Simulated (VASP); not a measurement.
The system is LiF.

```
Li F
1.0
     0.00000    1.94500    1.94500
     1.94500    0.00000    1.94500
     1.94500    1.94500    0.00000
Li F
1 1
Direct
  0.00000 0.00000 0.00000
  0.50000 0.50000 0.50000
```

This cell differs from its parent crystal: strain -2.5%.

Base run:

```yaml
Program: VASP 6.6.1
Functional: r2SCAN
Potentials_or_basis: VASP PAW PBE potentials, release 64 (Li_sv, F)
Cutoff: 520 eV
k_mesh: 10 × 10 × 10
Occupations: gaussian, width 0.01 eV
Spin: no spin polarisation
```

Its results: band gap on the k mesh 11.32 eV, direct.

The run is repeated on the same cell with these changes: functional from r2SCAN to PBE; k mesh from 10 × 10 × 10 to 6 × 6 × 6. What comes out?

Band gap on the k mesh 10.08 eV, direct.

Several settings changed at once, so the effect can't be laid on one alone.

Caveats: some runs use coarse meshes.

A k mesh can miss the band edges.
